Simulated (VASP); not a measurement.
Here is a VASP 6.6.1 calculation.

Contents of INCAR:

```
SYSTEM = SnO
PREC = Accurate
ENCUT = 520
EDIFF = 1E-6
ISMEAR = -1
SIGMA = 0.02
LREAL = .False.
LASPH = .True.
NELM = 80
ALGO = Normal
ISIF = 2
LWAVE = .False.
LCHARG = .False.
GGA = PE
IVDW = 12
NBANDS = 28
```

Contents of KPOINTS:

```
Automatic mesh
0
Gamma
  6 6 6
  0 0 0
```

File POSCAR:

```
SnO
1.0
    3.8353553448      0.0000000000      0.0000000000
    0.0000000000      3.8353553448      0.0000000000
    0.0000000000      0.0000000000      4.7630256129
Sn O
2 2
Direct
    0.0000000000      0.5000000000      0.2434642741
    0.5000000000      0.0000000000      0.7565357259
    0.5000000000      0.5000000000      0.0000000000
    0.0000000000      0.0000000000      0.0000000000
```

Potentials or basis: VASP PAW PBE potentials, release 64 (Sn_d, O).

Run with:

```sh
$ cat potpaw_PBE.64/Sn_d/POTCAR potpaw_PBE.64/O/POTCAR > POTCAR
$ mpirun -np 1 vasp_std > vasp.out
```

Question: Estimate the band gap on the k mesh.

Answer: Zero (filled and empty bands touch).

Question: Predict the dispersion energy per atom.

Answer: -0.235 eV.

Question: What does it give for the pressure?

Answer: 0.2 GPa.

Forces on the atoms (eV/Å):
```
Sn   0.000  0.000  0.078
Sn   0.000  0.000 -0.078
O    0.000  0.000  0.000
O    0.000  0.000  0.000
```

Caveat: semilocal functionals underestimate gaps, and a narrow one can read as zero; spin-orbit coupling is left out, which moves the levels of the heavy elements.
